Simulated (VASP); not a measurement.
BaTe:

```xyz
2
Lattice="0.0000 3.8554 3.8554 3.8554 0.0000 3.8554 3.8554 3.8554 0.0000" Properties=species:S:1:pos:R:3 pbc="T T T"
Ba    0.0000    0.0000    0.0000
Te    1.9277    1.9277    1.9277
```

This cell differs from its parent crystal: strain -1.5%.

Base run:

```yaml
Program: VASP 6.6.1
Functional: r2SCAN
Potentials_or_basis: VASP PAW PBE potentials, release 64 (Ba_sv, Te)
Cutoff: 550 eV
k_mesh: 6 × 6 × 6
Occupations: gaussian, width 0.01 eV
Spin: no spin polarisation
```

Its results: band gap on the k mesh 3.01 eV, indirect (least direct gap 3.17 eV); pressure 1.2 GPa.

Question: The run is repeated on the same cell with these changes: functional from r2SCAN to PBE; cutoff from 550 eV to 500 eV; k mesh from 6 × 6 × 6 to 4 × 4 × 4. What comes out?

Answer: Band gap on the k mesh 2.64 eV, indirect (least direct gap 2.89 eV); pressure 1.2 GPa.

Several settings changed at once, so the effect can't be laid on one alone.

Caveats: spin-orbit coupling is left out, which moves the levels of the heavy elements; the PAW data sets were made with another functional, which shifts forces and pressure a little (some runs).

A k mesh can miss the band edges.
